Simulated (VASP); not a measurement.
# Cd (P6_3/mmc) in VASP: further runs

The runs below take Cd through single point, with PBE.

Everything below comes from runs of VASP 6.6.1. Logs are shortened: lines on timing, memory, paths and dates and some standing lists are left out, and cuts for length are marked.

## Step 1: The cell of the first run

Symmetry: P6_3/mmc, No. 194, hexagonal system. Conventional cell: a = 3.001 Å, b = 3.001 Å, c = 5.926 Å, α = 90.00°, β = 90.00°, γ = 120.00°. Within 4.0 Å of Cd (site symmetry -6m2) lie 12 Cd at 3.00 to 3.43 Å.

## Step 2: Single point, PBE

INCAR

```
SYSTEM = Cd
PREC     = Accurate       ! precision mode
ENCUT    = 520            ! plane-wave cutoff, eV
EDIFF    = 1E-7           ! SCF threshold, eV
ISMEAR   = -1             ! smearing method
SIGMA    = 0.1            ! smearing width, eV
LREAL    = .FALSE.        ! projectors in reciprocal space
LASPH    = .TRUE.         ! aspherical terms in the spheres
NELM     = 60             ! most SCF steps
ALGO     = Normal         ! electronic algorithm
ISIF     = 2              ! what is computed and relaxed
LWAVE    = .FALSE.        ! write WAVECAR
LCHARG   = .FALSE.        ! write CHGCAR
GGA      = PE             ! functional
NBANDS   = 19             ! bands
```

KPOINTS

```
Automatic mesh
0
G
  7 7 4
  0 0 0
```

POSCAR

```
Cd
1.0
    3.0007103730      0.0000000000      0.0000000000
   -1.5003551865      2.5986914124      0.0000000000
    0.0000000000      0.0000000000      5.9261569577
Cd
2
Direct
    0.3333333333      0.6666666667      0.2500000000
    0.6666666667      0.3333333333      0.7500000000
```

Potentials or basis: VASP PAW PBE potentials, release 64 (Cd).

Launch:

```console
cat potpaw_PBE.64/Cd/POTCAR > POTCAR
mpirun -np 1 vasp_std > vasp.out
```

OUTCAR:

```text
SYSTEM = Cd
   PREC = Accurate
   ENCUT = 520
   EDIFF = 1E-7
   ISMEAR = -1
   LREAL = .FALSE.
   LASPH = .TRUE.
   NELM = 60
   ISIF = 2
   GGA = PE

 ion  position               nearest neighbor table
   1  0.333  0.667  0.250-   2 3.43   2 3.43   2 3.43   2 3.43   2 3.43   2 3.43
   2  0.667  0.333  0.750-   1 3.43   1 3.43   1 3.43   1 3.43   1 3.43   1 3.43

  LATTYP: Found a hexagonal cell.
 ALAT       =     3.0007103730
 C/A-ratio  =     1.9749180098

  Lattice vectors:

 A1 = (   3.0007103730,   0.0000000000,   0.0000000000)
 A2 = (  -1.5003551865,   2.5986914124,   0.0000000000)
 A3 = (   0.0000000000,   0.0000000000,   5.9261569577)

Analysis of symmetry for initial positions (statically):
=====================================================================
 Subroutine PRICEL returns:
 Original cell was already a primitive cell.

 Routine SETGRP: Setting up the symmetry group for a
 hexagonal supercell.

 Subroutine GETGRP returns: Found 24 space group operations
 (whereof 12 operations were pure point group operations)
 out of a pool of 24 trial point group operations.

The static configuration has the point symmetry D_3d.
 The point group associated with its full space group is D_6h.

Analysis of symmetry for dynamics (positions and initial velocities):
=====================================================================
 Subroutine PRICEL returns:
 Original cell was already a primitive cell.

 Routine SETGRP: Setting up the symmetry group for a
 hexagonal supercell.

 Subroutine GETGRP returns: Found 24 space group operations
 (whereof 12 operations were pure point group operations)
 out of a pool of 24 trial point group operations.

The dynamic configuration has the point symmetry D_3d.
 The point group associated with its full space group is D_6h.

 Subroutine INISYM returns: Found 24 space group operations
 (whereof 12 operations are pure point group operations),
 and found     1 'primitive' translations

----------------------------------------------------------------------------------------

                                     Primitive cell

  volume of cell :      46.2117

  direct lattice vectors                    reciprocal lattice vectors
     3.000710373  0.000000000  0.000000000     0.333254422  0.192404530  0.000000000
    -1.500355186  2.598691412  0.000000000     0.000000000  0.384809060  0.000000000
     0.000000000  0.000000000  5.926156958     0.000000000  0.000000000  0.168743421

  length of vectors
     3.000710373  3.000710373  5.926156958     0.384809060  0.384809060  0.168743421

  position of ions in fractional coordinates (direct lattice)
     0.333333333  0.666666667  0.250000000
     0.666666667  0.333333333  0.750000000

  ion indices of the primitive-cell ions
   primitive index   ion index
                 1           1
                 2           2

----------------------------------------------------------------------------------------

 KPOINTS: Automatic mesh

Automatic generation of k-mesh.
 Grid dimensions read from file:
 generate k-points for:    7    7    4

 Generating k-lattice:

  Cartesian coordinates                     Fractional coordinates (reciprocal lattice)
     0.047607775  0.027486361  0.000000000     0.142857143  0.000000000  0.000000000
     0.000000000  0.054972723  0.000000000     0.000000000  0.142857143  0.000000000
     0.000000000  0.000000000  0.042185855     0.000000000  0.000000000  0.250000000

  Length of vectors
     0.054972723  0.054972723  0.042185855

  Shift w.r.t. Gamma in fractional coordinates (k-lattice)
     0.000000000  0.000000000  0.000000000

 Subroutine IBZKPT returns following result:
 ===========================================

 Found     24 irreducible k-points:

 Following reciprocal coordinates:
            Coordinates               Weight
  0.000000  0.000000  0.000000      1.000000
  0.142857  0.000000  0.000000      6.000000
  0.285714  0.000000  0.000000      6.000000
  0.428571 -0.000000  0.000000      6.000000
  0.142857  0.142857  0.000000      6.000000
  0.285714  0.142857  0.000000     12.000000
[... 16 lines left out ...]
  0.428571  0.142857  0.500000      6.000000
  0.285714  0.285714  0.500000      6.000000
   k-points           NKPTS =     24   k-points in BZ     NKDIM =     24   number of bands    NBANDS=     19
   number of dos      NEDOS =    301   number of ions     NIONS =      2
   total plane-waves  NPLWV =  27648
   dimension x,y,z NGX =    24 NGY =   24 NGZ =   48
   dimension x,y,z NGXF=    48 NGYF=   48 NGZF=   96
   ions per type =               2
   NGX,Y,Z   is equivalent  to a cutoff of  13.30, 13.30, 13.47 a.u.
   NGXF,Y,Z  is equivalent  to a cutoff of  26.59, 26.59, 26.93 a.u.
 SYSTEM =  Cd
   PREC   = accura    normal or accurate (medium, high low for compatibility)
   ISTART =      0    job   : 0-new  1-cont  2-samecut
   ICHARG =      2    charge: 1-file 2-atom 10-const
   ISPIN  =      1    spin polarized calculation?
   LNONCOLLINEAR =      F non collinear calculations
   LSORBIT =      F    spin-orbit coupling
   LASPH  =      T    aspherical Exc in radial PAW
   ENCUT  =  520.0 eV  38.22 Ry    6.18 a.u.   5.58  5.58 11.02*2*pi/ulx,y,z
   NELM   =     60;   NELMIN=  2; NELMDL= -5     # of ELM steps
   EDIFF  = 0.1E-06   stopping-criterion for ELM
   LREAL  =      F    real-space projection
   EDIFFG = 0.1E-05   stopping-criterion for IOM
   NSW    =      0    number of steps for IOM
   IBRION =     -1    ionic relax: 0-MD 1-quasi-New 2-CG
   NFREE  =      0    steps in history (QN), initial steepest desc. (CG)
   ISIF   =      2    stress and relaxation
   ISYM   =      2    0-nonsym 1-usesym 2-fastsym
   POTIM  = 0.5000    time-step for ionic-motion
   TEBEG  =    0.0;   TEEND  =   0.0 temperature during run
   PSTRESS=    0.0 pullay stress
   NELECT =      24.0000    total number of electrons
   NUPDOWN=      -1.0000    fix difference up-down
   EMIN   =  10.00;   EMAX   =-10.00  energy-range for DOS
   EFERMI =   0.00;   METHOD = LEGACY
   ISMEAR =    -1;   SIGMA  =   0.10  broadening in eV -4-tet -1-fermi 0-gaus
   EFERMI_NEDOS =   21; number of points for ismear=-14 and -15
   IALGO  =     38    algorithm
   IMIX   =      4    mixing-type and parameters
     AMIX     =   0.40;   BMIX     =  1.00
     AMIX_MAG =   1.60;   BMIX_MAG =  1.00
  volume/ion in A,a.u.               =      23.11       155.93
  Fermi-wavevector in a.u.,A,eV,Ry     =   1.315915  2.486719 23.560298  1.731633
  Thomas-Fermi vector in A             =   2.446064
   LORBIT       =      0    0 simple, 1 ext, 2 COOP (PROOUT), +10 PAW based schemes
   GGA     = PE    functional components
   LHFCALC =     F    Hartree Fock is set to
   AEXX    =    0.0000 exact exchange contribution
   IVDW    =     0    specifies the selected vdW correction
   LEPSILON=     F    determine dielectric tensor
   LRPA    =     F    only Hartree local field effects (RPA)
 non-spin polarized calculation
  energy-cutoff  :      520.00
  volume of cell :       46.21
 maximum number of plane-waves:      1271
 NGX is ok and might be reduce to    24
   NGX = 11   NGY = 11   NGZ = 23

 number of electron      24.0000002 magnetization

 Free energy of the ion-electron system (eV)
  ---------------------------------------------------
  ext. energy  EPLUGINS =         0.00000000
  ---------------------------------------------------
  free energy    TOTEN  =        -1.53292147 eV

  energy without entropy =       -1.52126349  energy(sigma->0) =       -1.52709248

 E-fermi :   2.3715     XC(G=0): -10.6638

 val. band max:        2.3547449002   @ k =   0.4286  -0.0000   0.0000
 cond. band min:       2.6469548743   @ k =   0.1429   0.0000   0.2500
 fundamental gap:      0.2922099741
 Fermi energy:         2.3715184765

 k-point     1 :       0.0000    0.0000    0.0000
  band No.  band energies     occupation
      1      -7.1951      2.00000
      2      -7.0218      2.00000
      3      -6.6311      2.00000
      4      -6.6311      2.00000
      5      -6.5971      2.00000
      6      -6.5971      2.00000
[... 11 lines left out ...]
     18      17.4188      0.00000
     19      18.1612      0.00000

 k-point     2 :       0.1429    0.0000    0.0000
  band No.  band energies     occupation
      1      -7.0372      2.00000
      2      -6.8856      2.00000
      3      -6.6931      2.00000
      4      -6.6236      2.00000
      5      -6.4585      2.00000
      6      -6.4290      2.00000
[... 11 lines left out ...]
     18      16.3057      0.00000
     19      17.1219      0.00000

 k-point     3 :       0.2857    0.0000    0.0000
  band No.  band energies     occupation
      1      -7.1304      2.00000
      2      -6.9803      2.00000
      3      -6.6585      2.00000
      4      -6.5141      2.00000
      5      -6.4012      2.00000
      6      -6.3132      2.00000
[... 11 lines left out ...]
     18      14.5661      0.00000
     19      15.5960      0.00000

 k-point     4 :       0.4286   -0.0000    0.0000
  band No.  band energies     occupation
      1      -7.3124      2.00000
      2      -7.1679      2.00000
      3      -6.9321      2.00000
      4      -6.5848      2.00000
      5      -6.3324      2.00000
      6      -6.2994      2.00000
[... 11 lines left out ...]
     18      15.0588      0.00000
     19      15.2255      0.00000

 k-point     5 :       0.1429    0.1429    0.0000
  band No.  band energies     occupation
      1      -6.8469      2.00000
      2      -6.8385      2.00000
      3      -6.6965      2.00000
      4      -6.6443      2.00000
      5      -6.5048      2.00000
      6      -6.4011      2.00000
[... 11 lines left out ...]
     18      14.3697      0.00000
     19      15.1633      0.00000

 k-point     6 :       0.2857    0.1429    0.0000
  band No.  band energies     occupation
      1      -7.0487      2.00000
      2      -6.9040      2.00000
      3      -6.8046      2.00000
      4      -6.5439      2.00000
      5      -6.4470      2.00000
      6      -6.3292      2.00000
[... 11 lines left out ...]
     18      12.6161      0.00000
     19      13.6880      0.00000

 k-point     7 :       0.4286    0.1429    0.0000
  band No.  band energies     occupation
      1      -7.1432      2.00000
      2      -6.9892      2.00000
      3      -6.9205      2.00000
      4      -6.5822      2.00000
      5      -6.4199      2.00000
      6      -6.2738      2.00000
[... 11 lines left out ...]
     18      12.0067      0.00000
     19      13.3030      0.00000

 k-point     8 :       0.2857    0.2857    0.0000
  band No.  band energies     occupation
      1      -6.8311      2.00000
      2      -6.7227      2.00000
      3      -6.6761      2.00000
      4      -6.5824      2.00000
      5      -6.4775      2.00000
      6      -6.3794      2.00000
[... 256 lines left out ...]
 k-point    20 :       0.4286   -0.0000    0.5000
  band No.  band energies     occupation
      1      -7.2347      2.00000
      2      -7.2347      2.00000
      3      -6.8945      2.00000
      4      -6.8945      2.00000
      5      -6.1673      2.00000
      6      -6.1673      2.00000
[... 11 lines left out ...]
     18      12.6617      0.00000
     19      14.1071      0.00000

 k-point    21 :       0.1429    0.1429    0.5000
  band No.  band energies     occupation
      1      -6.8052      2.00000
      2      -6.8052      2.00000
      3      -6.7529      2.00000
      4      -6.7529      2.00000
      5      -6.4569      2.00000
      6      -6.4569      2.00000
[... 11 lines left out ...]
     18      11.6318      0.00000
     19      19.5721      0.00000

 k-point    22 :       0.2857    0.1429    0.5000
  band No.  band energies     occupation
      1      -6.9742      2.00000
      2      -6.9742      2.00000
      3      -6.7904      2.00000
      4      -6.7904      2.00000
      5      -6.2865      2.00000
      6      -6.2865      2.00000
[... 11 lines left out ...]
     18       9.9442      0.00000
     19      15.9156      0.00000

 k-point    23 :       0.4286    0.1429    0.5000
  band No.  band energies     occupation
      1      -7.0598      2.00000
      2      -7.0598      2.00000
      3      -6.8676      2.00000
      4      -6.8676      2.00000
      5      -6.2935      2.00000
      6      -6.2935      2.00000
[... 11 lines left out ...]
     18      10.3927      0.00000
     19      13.5497      0.00000

 k-point    24 :       0.2857    0.2857    0.5000
  band No.  band energies     occupation
      1      -6.7813      2.00000
      2      -6.7813      2.00000
      3      -6.6537      2.00000
      4      -6.6537      2.00000
      5      -6.4681      2.00000
      6      -6.4681      2.00000
[... 11 lines left out ...]
     18      10.7671      0.00000
     19      14.4983      0.00000

------------------------ aborting loop because EDIFF is reached ----------------------------------------

  FORCE on cell =-STRESS in cart. coord.  units (eV):
  Direction    XX          YY          ZZ          XY          YZ          ZX
  --------------------------------------------------------------------------------------
  -------------------------------------------------------------------------------------
  Total        0.3318929      0.3318929     -0.5231079      0.0000000     -0.0000000      0.0000000
  in kB       11.5068536     11.5068536    -18.1363516      0.0000000     -0.0000000      0.0000000
  external PRESSURE =       1.6257852 kB  Pullay stress =       0.0000000 kB

 VOLUME and BASIS-vectors are now :
 -----------------------------------------------------------------------------
  energy-cutoff  :      520.00
  volume of cell :       46.21
      direct lattice vectors                 reciprocal lattice vectors
     3.000710373  0.000000000  0.000000000     0.333254422  0.192404530  0.000000000
    -1.500355186  2.598691412  0.000000000     0.000000000  0.384809060  0.000000000
     0.000000000  0.000000000  5.926156958     0.000000000  0.000000000  0.168743421

 POSITION                                       TOTAL-FORCE (eV/Angst)
 -----------------------------------------------------------------------------------
     -0.00000      1.73246      1.48154         0.000000     -0.000000      0.000000
      1.50036      0.86623      4.44462        -0.000000      0.000000      0.000000
 -----------------------------------------------------------------------------------
    total drift:                               -0.000000      0.000000     -0.000000

  FREE ENERGIE OF THE ION-ELECTRON SYSTEM (eV)
  ---------------------------------------------------
  free  energy   TOTEN  =        -1.5329214659 eV

  energy  without entropy=       -1.5212634935  energy(sigma->0) =       -1.52709248
```

It took 26 s on 1 thread of Intel Xeon 8259CL, shared host; peak memory 0.17 GiB.

Results:

```yaml
Free_energy: -1.5329 eV
Pressure: 0.2 GPa
Band_gap_on_the_k_mesh: zero (bands 12 and 13 overlap by 4.38 eV)
```

Levels at points of the mesh, in eV from the Fermi level:
```tsv
k point	band 9	band 10	band 11	band 12	band 13	band 14	band 15	band 16
(0.00, 0.00, 0.00)	-8.31	-8.31	-8.26	-3.39	-2.74	9.16	13.29	14.71
(0.00, 0.00, 0.50)	-8.39	-8.39	-6.94	-6.94	3.00	3.00	15.01	15.01
```

## Step 3: Single point, PBE

INCAR

```
SYSTEM = Cd
PREC = Accurate
ENCUT = 520
EDIFF = 1E-6
ISMEAR = -1
SIGMA = 0.1
LREAL = .FALSE.
LASPH = .TRUE.
NELM = 60
ALGO = Normal
ISIF = 2
LWAVE = .FALSE.
LCHARG = .FALSE.
GGA = PE
NBANDS = 19
```

KPOINTS

```
regular mesh
0
G
  10 10 5
  0 0 0
```

POSCAR is that of step 2.

Potentials or basis: VASP PAW PBE potentials, release 64 (Cd).

Launch:

```console
cat potpaw_PBE.64/Cd/POTCAR > POTCAR
mpirun -np 1 vasp_std > vasp.out
```

It took 33 s on 1 thread of Intel Xeon 8259CL, shared host; peak memory 0.18 GiB.

It converged, with:

- Free energy: -1.4965 eV
- Pressure: 0.3 GPa
- Band gap on the k mesh: zero (bands 12 and 13 overlap by 4.12 eV)

Stress tensor (GPa, compression positive):
```
 1.09  0.00  0.00
 0.00  1.09  0.00
 0.00  0.00 -1.20
```

Levels at points of the mesh, in eV from the Fermi level:
```
           k point  band 9  band 10  band 11  band 12  band 13  band 14  band 15  band 16
(0.00, 0.00, 0.00)   -8.26    -8.26    -8.21    -3.34    -2.69     9.21    13.34    14.76
(0.50, 0.00, 0.00)   -7.97    -7.95    -1.84    -1.43     1.83     2.85     3.19     5.20
```

[end of part 1 of 2]
